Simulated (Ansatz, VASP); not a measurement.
One calculation of YN, two programs

Contents of INCAR:

```
PREC = Accurate
ENCUT = 600
EDIFF = 1E-7
ISMEAR = 0
SIGMA = 0.1
LREAL = False
LASPH = True
NELM = 120
ALGO = Normal
ISIF = 3
LWAVE = False
LCHARG = False
IBRION = 2
NSW = 100
EDIFFG = -0.002
GGA_COMPAT = False
NELMIN = 4
```

File KPOINTS:

```
regular mesh
0
Gamma
  16 16 16
```

File POSCAR:

```
YN
1.0
    0.0000000000      2.4100689741      2.4100689741
    2.4100689741      0.0000000000      2.4100689741
    2.4100689741      2.4100689741      0.0000000000
Y N
1 1
Direct
    0.0000000000      0.0000000000      0.0000000000
    0.5000000000      0.5000000000      0.5000000000
```

Input for Ansatz:

```yaml
crystal:
  lattice:
    - [0.0, 2.4100689741, 2.4100689741]
    - [2.4100689741, 0.0, 2.4100689741]
    - [2.4100689741, 2.4100689741, 0.0]
  atoms:
    - { symbol: "Y", position: [0.0, 0.0, 0.0] }
    - { symbol: "N", position: [0.5, 0.5, 0.5] }
basis:
  ecutwfc: 420
kpoints:
  mp_grid: { grid: [16, 16, 16] }
hamiltonian:
  xc: lda
  pseudopotentials: { kind: paw, azcp: { folder: soft_1 } }
scf:
  occupations: { method: gaussian, width: 0.1 }
output:
  forces: true
  stress: true
  eigenvalues: true
relax:
  adjacent_minimum: "off"
  f_tol: 0.002
  max_steps: 80
  cell: { stress_tol: 0.02 }
```

Alike in both runs: task relaxation of cell and atoms; functional LDA; k mesh 16 × 16 × 16; occupations gaussian, width 0.1 eV; no spin polarisation.

|  | VASP | Ansatz |
| --- | --- | --- |
| version | VASP 6.6.1 | Ansatz 0.2.0 |
| potentials or method | VASP PAW LDA potentials, release 64 (Y_sv, N), cutoff 600 eV | scalar-relativistic, plane waves, PAW |
| valence electrons in the cell | 16 | 16 |

|  | VASP | Ansatz | Ansatz less VASP |
| --- | --- | --- | --- |
| relaxed volume (Å³/atom) | 14.00 | 14.00 | -0.008 |
| relaxed cell length with the largest relative difference (Å) | 3.409 | 3.408 | -0.0006 |

Ansatz warns that its potentials were made for another functional, while VASP's fit it. LDA's correlation is that of Perdew and Zunger in VASP and of Perdew and Wang (1992) in Ansatz.
